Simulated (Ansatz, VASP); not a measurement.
# KCl in VASP and in Ansatz

File INCAR:

```
SYSTEM = KCl
PREC = Accurate
ENCUT = 520
EDIFF = 1E-6
ISMEAR = 0
SIGMA = 0.05
LREAL = .False.
LASPH = .True.
NELM = 100
ALGO = Normal
ISIF = 2
LWAVE = .False.
LCHARG = .True.
GGA = PE
LELF = .True.
LVHAR = .True.
NBANDS = 15
```

The input KPOINTS:

```
regular mesh
0
Gamma
  10 10 10
  0 0 0
```

Contents of POSCAR:

```
KCl
1.0
    3.8354233874      0.0000000000      0.0000000000
    0.0000000000      3.8354233874      0.0000000000
    0.0000000000      0.0000000000      3.8354233874
K Cl
1 1
Direct
    0.0000000000      0.0000000000      0.0000000000
    0.5000000000      0.5000000000      0.5000000000
```

Input for Ansatz:

```yaml
crystal:
  lattice:
    - [3.8354233912, 0.0, 0.0]
    - [0.0, 3.8354233912, 0.0]
    - [0.0, 0.0, 3.8354233912]
  atoms:
    - { symbol: K, position: [0.0, 0.0, 0.0] }
    - { symbol: Cl, position: [0.5, 0.5, 0.5] }
basis:
  ecutwfc: 420
  ecutrho_ratio: 4
kpoints:
  mp_grid: { grid: [10, 10, 10] }
hamiltonian:
  xc: pbe
scf:
  occupations: { method: gaussian, width: 0.05 }
output:
  forces: true
  stress: true
  eigenvalues: true
```

Alike in both runs: task single point; functional PBE; k mesh 10 × 10 × 10; occupations gaussian, width 0.05 eV; no spin polarisation.

```csv
,VASP,Ansatz
version,VASP 6.6.1,Ansatz 0.2.0
potentials or method,"VASP PAW PBE potentials, release 64 (K_sv, Cl), cutoff 520 eV","scalar-relativistic, plane waves, PAW"
valence electrons in the cell,16,16
```

|  | VASP | Ansatz | Ansatz less VASP |
| --- | --- | --- | --- |
| gap on the k mesh at the Fermi level (eV) | 4.81 | 4.81 | +0.001 |
| least direct gap on the mesh (eV) | 5.01 | 5.01 | +0.001 |
| pressure (GPa) | 0.0 | 0.0 | -0.01 |

The functional is the same, so the differences come from potentials, cutoffs and numerics.
